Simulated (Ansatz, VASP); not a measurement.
## Au: VASP beside Ansatz

```xyz
2
Lattice="0.0000 3.0803 3.0803 3.0803 0.0000 3.0803 3.0803 3.0803 0.0000" Properties=species:S:1:pos:R:3 pbc="T T T"
Au    0.0000    0.0000    0.0000
Au    1.5402    1.5402    1.5402
```

Alike in both runs: task electric field gradients; functional PBE; k mesh 10 × 10 × 10; occupations fermi-dirac, width 0.05 eV; no spin polarisation.

|  | VASP | Ansatz |
| --- | --- | --- |
| version | VASP 6.6.1 | Ansatz 0.2.0 |
| potentials or method | VASP PAW PBE potentials, release 64 (Au), cutoff 400 eV | all-electron PAW with datasets made for the crystal, scalar-relativistic |

|  | VASP | Ansatz | Ansatz less VASP |
| --- | --- | --- | --- |
| pressure (GPa) | -0.1 | 0.0 | +0.09 |

Ansatz ran all-electron here, and VASP with PAW potentials.

Spin-orbit coupling is off throughout.
